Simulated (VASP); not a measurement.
# Sm3BRh (P-6m2) in VASP: notebook

Runs on Sm3BRh. Level: PBE. Tasks: single point, relaxation of cell and atoms.

All numbers are computed with VASP 6.6.1; they aren't measurements. Logs are shortened: lines on timing, memory, paths and dates and some standing lists are left out, and cuts for length are marked.

### Step 1. The cell of the first run

Symmetry: P-6m2, No. 187, hexagonal system. Conventional cell: a = 4.203 Å, b = 4.203 Å, c = 8.827 Å, α = 90.00°, β = 90.00°, γ = 120.00°. Within 3.2 Å of Sm (site symmetry -6m2) lie 3 B at 2.43 Å. Within 3.7 Å of Sm (site symmetry 3m) lie 1 B at 2.77 Å and 3 Rh at 2.93 Å and 4 Sm at 3.29 to 3.68 Å. Within 3.2 Å of B (site symmetry -6m2) lie 5 Sm at 2.43 to 2.77 Å. Rh (site symmetry -6m2) has 6 Sm at 2.93 Å within 3.9 Å.

The cell was generated, and may not be a known phase.

### Step 2. Single point, PBE

Input file INCAR:

```
SYSTEM = Sm3BRh
ALGO = Normal ; EDIFF = 1E-6
ENCUT = 500 ; GGA = PE
GGA_COMPAT = .FALSE. ; ISIF = 2
ISMEAR = 0 ; LASPH = .TRUE.
LCHARG = .TRUE. ; LELF = .TRUE.
LMAXMIX = 6 ; LREAL = .FALSE.
LVHAR = .TRUE. ; LWAVE = .FALSE.
NBANDS = 34 ; NELM = 200
PREC = Accurate ; SIGMA = 0.1
```

Input file KPOINTS:

```
k-points
0
G
  12 12 4
  0 0 0
```

Input file POSCAR:

```
Sm3BRh
1.0
    4.2028215488      0.0000000000      0.0000000000
   -2.1014107744      3.6397502288      0.0000000000
    0.0000000000      0.0000000000      8.8270355362
Sm B Rh
3 1 1
Direct
    0.0000000000      0.0000000000      0.0000000000
    0.6666666667      0.3333333333      0.3138572929
    0.6666666667      0.3333333333      0.6861427071
    0.6666666667      0.3333333333      0.0000000000
    0.3333333333      0.6666666667      0.5000000000
```

Potentials or basis: VASP PAW PBE potentials, release 64 (Sm_3, B, Rh_pv), 4f in core.

On the command line:

```
$ cat potpaw_PBE.64/Sm_3/POTCAR potpaw_PBE.64/B/POTCAR potpaw_PBE.64/Rh_pv/POTCAR > POTCAR
$ mpirun -np 1 vasp_std > vasp.out
```

OUTCAR:

```text
SYSTEM = Sm3BRh
   EDIFF = 1E-6
   ENCUT = 500
   GGA = PE
   ISIF = 2
   ISMEAR = 0
   LASPH = .TRUE.
   LREAL = .FALSE.
   NELM = 200
   PREC = Accurate

 ion  position               nearest neighbor table
   1  0.000  0.000  0.000-   4 2.43   4 2.43   4 2.43   2 3.68   3 3.68   3 3.68   2 3.68   3 3.68
                             2 3.68
   2  0.667  0.333  0.314-   4 2.77   5 2.93   5 2.93   5 2.93   3 3.29   1 3.68   1 3.68   1 3.68

   3  0.667  0.333  0.686-   4 2.77   5 2.93   5 2.93   5 2.93   2 3.29   1 3.68   1 3.68   1 3.68

   4  0.667  0.333  0.000-   1 2.43   1 2.43   1 2.43   3 2.77   2 2.77
   5  0.333  0.667  0.500-   2 2.93   3 2.93   2 2.93   3 2.93   2 2.93   3 2.93

  LATTYP: Found a hexagonal cell.
 ALAT       =     4.2028215488
 C/A-ratio  =     2.1002641758

  Lattice vectors:

 A1 = (   4.2028215488,   0.0000000000,   0.0000000000)
 A2 = (  -2.1014107744,   3.6397502288,   0.0000000000)
 A3 = (   0.0000000000,   0.0000000000,   8.8270355362)

Analysis of symmetry for initial positions (statically):
=====================================================================
 Subroutine PRICEL returns:
 Original cell was already a primitive cell.

 Routine SETGRP: Setting up the symmetry group for a
 hexagonal supercell.

 Subroutine GETGRP returns: Found 12 space group operations
 (whereof 12 operations were pure point group operations)
 out of a pool of 24 trial point group operations.

The static configuration has the point symmetry D_3h.

Analysis of symmetry for dynamics (positions and initial velocities):
=====================================================================
 Subroutine PRICEL returns:
 Original cell was already a primitive cell.

 Routine SETGRP: Setting up the symmetry group for a
 hexagonal supercell.

 Subroutine GETGRP returns: Found 12 space group operations
 (whereof 12 operations were pure point group operations)
 out of a pool of 24 trial point group operations.

The dynamic configuration has the point symmetry D_3h.

 Subroutine INISYM returns: Found 12 space group operations
 (whereof 12 operations are pure point group operations),
 and found     1 'primitive' translations

----------------------------------------------------------------------------------------

                                     Primitive cell

  volume of cell :     135.0291

  direct lattice vectors                    reciprocal lattice vectors
     4.202821549  0.000000000  0.000000000     0.237935394  0.137372064  0.000000000
    -2.101410774  3.639750229  0.000000000     0.000000000  0.274744127  0.000000000
     0.000000000  0.000000000  8.827035536     0.000000000  0.000000000  0.113288317

  length of vectors
     4.202821549  4.202821549  8.827035536     0.274744127  0.274744127  0.113288317

  position of ions in fractional coordinates (direct lattice)
     0.000000000  0.000000000  0.000000000
     0.666666667  0.333333333  0.313857293
     0.666666667  0.333333333  0.686142707
     0.666666667  0.333333333  0.000000000
     0.333333333  0.666666667  0.500000000

  ion indices of the primitive-cell ions
   primitive index   ion index
                 1           1
                 2           2
                 3           3
                 4           4
                 5           5

----------------------------------------------------------------------------------------

 KPOINTS: k-points

Automatic generation of k-mesh.
 Grid dimensions read from file:
 generate k-points for:   12   12    4

 Generating k-lattice:

  Cartesian coordinates                     Fractional coordinates (reciprocal lattice)
     0.019827949  0.011447672  0.000000000     0.083333333 -0.000000000  0.000000000
     0.000000000  0.022895344  0.000000000     0.000000000  0.083333333  0.000000000
     0.000000000  0.000000000  0.028322079     0.000000000  0.000000000  0.250000000

  Length of vectors
     0.022895344  0.022895344  0.028322079

  Shift w.r.t. Gamma in fractional coordinates (k-lattice)
     0.000000000  0.000000000  0.000000000

 Subroutine IBZKPT returns following result:
 ===========================================

 Found     57 irreducible k-points:

 Following reciprocal coordinates:
            Coordinates               Weight
  0.000000  0.000000  0.000000      1.000000
  0.083333  0.000000  0.000000      6.000000
  0.166667  0.000000  0.000000      6.000000
  0.250000  0.000000  0.000000      6.000000
  0.333333 -0.000000  0.000000      6.000000
  0.416667  0.000000  0.000000      6.000000
[... 16 lines left out ...]
  0.250000  0.000000  0.250000     12.000000
  0.333333 -0.000000  0.250000     12.000000
 [... further k-points ...]
   k-points           NKPTS =     57   k-points in BZ     NKDIM =     57   number of bands    NBANDS=     34
   number of dos      NEDOS =    301   number of ions     NIONS =      5
   total plane-waves  NPLWV =  65536
   dimension x,y,z NGX =    32 NGY =   32 NGZ =   64
   dimension x,y,z NGXF=    64 NGYF=   64 NGZF=  128
   ions per type =               3   1   1
   NGX,Y,Z   is equivalent  to a cutoff of  12.66, 12.66, 12.05 a.u.
   NGXF,Y,Z  is equivalent  to a cutoff of  25.32, 25.32, 24.11 a.u.
 SYSTEM =  Sm3BRh
   PREC   = accura    normal or accurate (medium, high low for compatibility)
   ISTART =      0    job   : 0-new  1-cont  2-samecut
   ICHARG =      2    charge: 1-file 2-atom 10-const
   ISPIN  =      1    spin polarized calculation?
   LNONCOLLINEAR =      F non collinear calculations
   LSORBIT =      F    spin-orbit coupling
   LASPH  =      T    aspherical Exc in radial PAW
   ENCUT  =  500.0 eV  36.75 Ry    6.06 a.u.   7.66  7.66 16.09*2*pi/ulx,y,z
   NELM   =    200;   NELMIN=  2; NELMDL= -5     # of ELM steps
   EDIFF  = 0.1E-05   stopping-criterion for ELM
   LREAL  =      F    real-space projection
[... 7 lines left out ...]
   TEBEG  =    0.0;   TEEND  =   0.0 temperature during run
   PSTRESS=    0.0 pullay stress
   NELECT =      51.0000    total number of electrons
   NUPDOWN=      -1.0000    fix difference up-down
   EMIN   =  10.00;   EMAX   =-10.00  energy-range for DOS
   EFERMI =   0.00;   METHOD = LEGACY
   ISMEAR =     0;   SIGMA  =   0.10  broadening in eV -4-tet -1-fermi 0-gaus
   EFERMI_NEDOS =   21; number of points for ismear=-14 and -15
   IALGO  =     38    algorithm
   IMIX   =      4    mixing-type and parameters
     AMIX     =   0.40;   BMIX     =  1.00
     AMIX_MAG =   1.60;   BMIX_MAG =  1.00
  volume/ion in A,a.u.               =      27.01       182.24
  Fermi-wavevector in a.u.,A,eV,Ry     =   1.183375  2.236255 19.053280  1.400377
  Thomas-Fermi vector in A             =   2.319611
   LORBIT       =      0    0 simple, 1 ext, 2 COOP (PROOUT), +10 PAW based schemes
   GGA     = PE    functional components
   LHFCALC =     F    Hartree Fock is set to
   AEXX    =    0.0000 exact exchange contribution
   IVDW    =     0    specifies the selected vdW correction
   LEPSILON=     F    determine dielectric tensor
   LRPA    =     F    only Hartree local field effects (RPA)
 non-spin polarized calculation
 Gauss-broadening in eV      SIGMA  =   0.10
  energy-cutoff  :      500.00
  volume of cell :      135.03
 maximum number of plane-waves:      3464
 NGX is ok and might be reduce to    32
   NGX = 15   NGY = 15   NGZ = 33

 number of electron      51.0000000 magnetization

 Free energy of the ion-electron system (eV)
  ---------------------------------------------------
  ext. energy  EPLUGINS =         0.00000000
  ---------------------------------------------------
  free energy    TOTEN  =       -27.38217212 eV

  energy without entropy =      -27.35701983  energy(sigma->0) =      -27.36959598

 E-fermi :   3.2042     XC(G=0):  -9.8040

 val. band max:        3.1891846379   @ k =   0.3333  -0.0000   0.0000
 cond. band min:       3.2060984353   @ k =   0.3333   0.2500   0.5000
 fundamental gap:      0.0169137974
 Fermi energy:         3.2041905717

 k-point     1 :       0.0000    0.0000    0.0000
  band No.  band energies     occupation
      1     -42.4001      2.00000
      2     -42.3547      2.00000
      3     -42.3547      2.00000
      4     -37.8120      2.00000
      5     -37.7564      2.00000
      6     -37.1389      2.00000
[... 26 lines left out ...]
     33       6.3092      0.00000
     34       6.3092      0.00000

 k-point     2 :       0.0833    0.0000    0.0000
  band No.  band energies     occupation
      1     -42.3999      2.00000
      2     -42.3551      2.00000
      3     -42.3547      2.00000
      4     -37.8110      2.00000
      5     -37.7562      2.00000
      6     -37.1382      2.00000
[... 26 lines left out ...]
     33       6.3139      0.00000
     34       6.4296      0.00000

 k-point     3 :       0.1667    0.0000    0.0000
  band No.  band energies     occupation
      1     -42.3994      2.00000
      2     -42.3561      2.00000
      3     -42.3549      2.00000
      4     -37.8083      2.00000
      5     -37.7555      2.00000
      6     -37.1365      2.00000
[... 26 lines left out ...]
     33       6.2631      0.00000
     34       6.6934      0.00000
[... 704 lines left out ...]
 k-point    23 :       0.2500    0.0000    0.2500
  band No.  band energies     occupation
      1     -42.3988      2.00000
      2     -42.3576      2.00000
      3     -42.3551      2.00000
      4     -37.8044      2.00000
      5     -37.7548      2.00000
      6     -37.1341      2.00000
[... 26 lines left out ...]
     33       6.1837      0.00000
     34       6.4696      0.00000

 k-point    24 :       0.3333   -0.0000    0.2500
  band No.  band energies     occupation
      1     -42.3982      2.00000
      2     -42.3590      2.00000
      3     -42.3553      2.00000
      4     -37.8008      2.00000
      5     -37.7537      2.00000
      6     -37.1317      2.00000
[... 26 lines left out ...]
     33       6.2918      0.00000
     34       6.5839      0.00000

 [... further k-points ...]

------------------------ aborting loop because EDIFF is reached ----------------------------------------

  FORCE on cell =-STRESS in cart. coord.  units (eV):
  Direction    XX          YY          ZZ          XY          YZ          ZX
  --------------------------------------------------------------------------------------
  -------------------------------------------------------------------------------------
  Total        0.2638784      0.2638784      0.2453006      0.0000000     -0.0000000      0.0000000
  in kB        3.1310280      3.1310280      2.9105949      0.0000000     -0.0000000      0.0000000
  external PRESSURE =       3.0575503 kB  Pullay stress =       0.0000000 kB

 VOLUME and BASIS-vectors are now :
 -----------------------------------------------------------------------------
  energy-cutoff  :      500.00
  volume of cell :      135.03
      direct lattice vectors                 reciprocal lattice vectors
     4.202821549  0.000000000  0.000000000     0.237935394  0.137372064  0.000000000
    -2.101410774  3.639750229  0.000000000     0.000000000  0.274744127  0.000000000
     0.000000000  0.000000000  8.827035536     0.000000000  0.000000000  0.113288317

 POSITION                                       TOTAL-FORCE (eV/Angst)
 -----------------------------------------------------------------------------------
      0.00000      0.00000      0.00000        -0.000000      0.000000      0.000000
      2.10141      1.21325      2.77043         0.000000      0.000000      0.004999
      2.10141      1.21325      6.05661         0.000000      0.000000     -0.004999
      2.10141      1.21325      0.00000         0.000000     -0.000000      0.000000
     -0.00000      2.42650      4.41352        -0.000000      0.000000      0.000000
 -----------------------------------------------------------------------------------
    total drift:                               -0.000000      0.000000     -0.000000

  FREE ENERGIE OF THE ION-ELECTRON SYSTEM (eV)
  ---------------------------------------------------
  free  energy   TOTEN  =       -27.3821721230 eV

  energy  without entropy=      -27.3570198325  energy(sigma->0) =      -27.36959598
```

It took 1.8 min on 1 thread of Intel Xeon 6975P-C (Granite Rapids), shared host; peak memory 0.39 GiB.

What came out:

| Item | Value |
| --- | --- |
| Free energy | -27.3822 eV |
| Pressure | 0.3 GPa |
| Largest force | 0.005 eV/Å |
| Band gap on the k mesh | zero (an odd number of electrons rules out a gap without spin polarisation) |

Forces in eV/Å, atoms in the order of the input:
```
Sm   0.000  0.000  0.000
Sm   0.000  0.000  0.005
Sm   0.000  0.000 -0.005
B    0.000  0.000  0.000
Rh   0.000  0.000  0.000
```

Caveat: spin-orbit coupling is left out, which moves the levels of the heavy elements; the 4f electrons are frozen in the core, so they carry no moment and show no levels. Spin polarisation is off, so any magnetic state and its effect on volume and gap are missing.

### Step 3. Single point, PBE, collinear spin, ferromagnetic start

Input file INCAR:

```
SYSTEM = Sm3BRh
PREC = Accurate ; ENCUT = 500
EDIFF = 1E-6 ; ISMEAR = 0
SIGMA = 0.1 ; LREAL = .False.
LASPH = .True. ; NELM = 200
ALGO = Normal ; ISIF = 2
LWAVE = .False. ; LCHARG = .False.
ISPIN = 2 ; MAGMOM = 0 0 0 0 1
LORBIT = 11 ; LMAXMIX = 6
GGA = PE ; NBANDS = 38
GGA_COMPAT = .False.
```

Input file KPOINTS:

```
Automatic mesh
0
Gamma
  6 6 2
  0 0 0
```

Input file POSCAR:

```
Sm3BRh
1.0
    4.1989774740      0.0000000000      0.0000000000
   -2.0994887370      3.6364211624      0.0000000000
    0.0000000000      0.0000000000      8.8320540099
Sm B Rh
3 1 1
Direct
    0.0000000000      0.0000000000      0.0000000000
    0.6666666667      0.3333333333      0.3128574514
    0.6666666667      0.3333333333      0.6871425486
    0.6666666667      0.3333333333      0.0000000000
    0.3333333333      0.6666666667      0.5000000000
```

Potentials or basis: VASP PAW PBE potentials, release 64 (Sm_3, B, Rh_pv), 4f in core.

On the command line:

```
$ cat potpaw_PBE.64/Sm_3/POTCAR potpaw_PBE.64/B/POTCAR potpaw_PBE.64/Rh_pv/POTCAR > POTCAR
$ mpirun -np 1 vasp_std > vasp.out
```

Run time: 77 s. Hardware: 1 thread of Intel Xeon 6975P-C (Granite Rapids), shared host; peak memory 0.36 GiB.

It converged, with:

- Free energy: -27.3656 eV
- Pressure: 0.4 GPa
- Largest force: 0.021 eV/Å
- Net moment: 0.00 μB per cell
- Valence electrons inside the program's atomic spheres: Sm 9.25, 9.04 (each value once); B 1.76; Rh 13.89

Forces in eV/Å, atoms in the order of the input:
```
Sm   0.000  0.000  0.000
Sm   0.000  0.000  0.021
Sm   0.000  0.000 -0.021
B    0.000  0.000  0.000
Rh   0.000  0.000  0.000
```

Levels at points of the mesh, in eV from the Fermi level:
Spin up:
```csv
k point,band 22,band 23,band 24,band 25,band 26,band 27,band 28,band 29,band 30,band 31
"(0.00, 0.00, 0.00)",-2.14,-2.02,-1.21,-1.21,-0.23,1.02,1.24,1.24,2.18,2.18
"(0.50, 0.00, 0.00)",-1.54,-1.42,-1.08,-0.35,0.42,0.52,0.94,1.08,1.54,2.20
"(0.00, 0.00, 0.50)",-2.12,-2.10,-1.30,-1.30,-0.53,0.87,0.87,2.02,2.59,3.00
"(0.50, 0.00, 0.50)",-1.55,-1.46,-1.33,-0.21,0.27,0.74,0.96,1.18,1.29,2.31
```
Spin down:
| k point | band 24 | band 25 | band 26 | band 27 | band 28 | band 29 |
| --- | --- | --- | --- | --- | --- | --- |
| (0.00, 0.00, 0.00) | -1.21 | -1.21 | -0.23 | 1.02 | 1.24 | 1.24 |
| (0.50, 0.00, 0.00) | -1.08 | -0.35 | 0.42 | 0.51 | 0.94 | 1.08 |
| (0.00, 0.00, 0.50) | -1.30 | -1.30 | -0.53 | 0.87 | 0.87 | 2.02 |
| (0.50, 0.00, 0.50) | -1.33 | -0.21 | 0.27 | 0.74 | 0.96 | 1.18 |

Caveat: the magnetic or orbital state may not be the lowest; the moments typed at the start vanished in this run; spin-orbit coupling is left out, which moves the levels of the heavy elements; the 4f electrons are frozen in the core, so they carry no moment and show no levels.

### Step 4. Relaxation of cell and atoms, PBE

Input file INCAR:

```
SYSTEM = Sm3BRh
PREC = Accurate
ENCUT = 500
EDIFF = 1E-7
ISMEAR = 0
SIGMA = 0.1
LREAL = .FALSE.
LASPH = .TRUE.
NELM = 200
ALGO = Normal
ISIF = 3
LWAVE = .FALSE.
LCHARG = .FALSE.
GGA = PE
IBRION = 2
NSW = 100
EDIFFG = -0.01
GGA_COMPAT = .FALSE.
NELMIN = 4
LMAXMIX = 6
```

Input file KPOINTS:

```
regular mesh
0
G
  12 12 4
  0 0 0
```

POSCAR is that of step 3.

On the command line:

```
$ cat potpaw_PBE.64/Sm_3/POTCAR potpaw_PBE.64/B/POTCAR potpaw_PBE.64/Rh_pv/POTCAR > POTCAR
$ mpirun -np 1 vasp_std > vasp.out
```

Run time: 4.9 min. Hardware: 1 thread of Intel Xeon 6975P-C (Granite Rapids), shared host; peak memory 0.39 GiB.

It converged, with:

```
Free energy                           : -27.3829 eV
Relaxed volume                        : 27.16 Å³/atom
Relaxed cell                          : a = 4.212 Å, b = 4.212 Å, c = 8.838 Å, α = 90.00°, β = 90.00°, γ = 120.00°
Space group after relaxing (to 0.1 Å) : P-6m2 (No. 187)
Energy gained by relaxing             : 0.4 meV/atom
Ionic steps                           : 5
Pressure after relaxing               : 0.0 GPa
Band gap on the k mesh                : zero (an odd number of electrons rules out a gap without spin polarisation)
```

Forces on the atoms (eV/Å):
```
Sm   0.000  0.000  0.000
Sm   0.000  0.000  0.002
Sm   0.000  0.000 -0.002
B    0.000  0.000  0.000
Rh   0.000  0.000  0.000
```

Step by step:
| step | energy change (eV) | largest force (eV/Å) | pressure (GPa) | volume (Å³) |
| --- | --- | --- | --- | --- |
| 1 | 0.0000 | 0.0964 | 0.33 | 134.86 |
| 2 | -0.0016 | 0.0658 | -0.10 | 135.93 |
| 3 | -0.0016 | 0.0660 | -0.10 | 135.93 |
| 4 | -0.0020 | 0.0194 | -0.03 | 135.83 |
| 5 | -0.0020 | 0.0024 | 0.00 | 135.79 |

Final structure:
```cif
data_structure
_symmetry_space_group_name_H-M 'P 1'
_symmetry_Int_Tables_number 1
_cell_length_a 4.2119
_cell_length_b 4.2119
_cell_length_c 8.8385
_cell_angle_alpha 90.000
_cell_angle_beta 90.000
_cell_angle_gamma 120.000
_cell_volume 135.79
loop_
_atom_site_label
_atom_site_type_symbol
_atom_site_fract_x
_atom_site_fract_y
_atom_site_fract_z
_atom_site_occupancy
Sm1 Sm 0.00000 0.00000 0.00000 1
Sm2 Sm 0.66667 0.33333 0.31403 1
Sm3 Sm 0.66667 0.33333 0.68597 1
B1 B 0.66667 0.33333 0.00000 1
Rh1 Rh 0.33333 0.66667 0.50000 1
```

Levels at points of the mesh, in eV from the Fermi level:
```csv
k point,band 22,band 23,band 24,band 25,band 26,band 27,band 28,band 29
"(0.00, 0.00, 0.00)",-2.14,-2.02,-1.20,-1.20,-0.22,1.02,1.22,1.22
"(0.50, 0.00, 0.00)",-1.55,-1.42,-1.09,-0.36,0.43,0.50,0.92,1.07
"(0.00, 0.00, 0.50)",-2.13,-2.09,-1.30,-1.30,-0.54,0.86,0.86,2.03
"(0.50, 0.00, 0.50)",-1.54,-1.47,-1.35,-0.20,0.26,0.71,0.95,1.16
```

Caveat: spin-orbit coupling is left out, which moves the levels of the heavy elements; the 4f electrons are frozen in the core, so they carry no moment and show no levels. Spin polarisation is off, so any magnetic state and its effect on volume and gap are missing.

### Step 5. Summary

```csv
task,spin,cell,k mesh,gap on the mesh (eV),pressure (GPa)
single point,off,"a = 4.203, b = 4.203, c = 8.827 Å, angles 90.0, 90.0, 120.0°, 5 atoms, atomic positions A",12 × 12 × 4,none,0.3
single point,"collinear, ferromagnetic start","a = 4.199, b = 4.199, c = 8.832 Å, angles 90.0, 90.0, 120.0°, 5 atoms, atomic positions B",6 × 6 × 2,none,0.4
relaxation of cell and atoms,off,"relaxed from a = 4.199, b = 4.199, c = 8.832 Å, angles 90.0, 90.0, 120.0°, 5 atoms, atomic positions B",12 × 12 × 4,none,0.0
```

Alike in all rows: level PBE; potentials or basis VASP PAW PBE potentials, release 64 (Sm_3, B, Rh_pv), 4f in core; cutoff (eV) 500; smearing gaussian 0.1 eV.

Caveats: spin-orbit coupling is left out, which moves the levels of the heavy elements; the 4f electrons are frozen in the core, so they carry no moment and show no levels; the magnetic or orbital state may not be the lowest (at least some runs); the moments typed at the start vanished in this run (at least some runs).

Absolute energies hang on the potentials; compare differences alone.
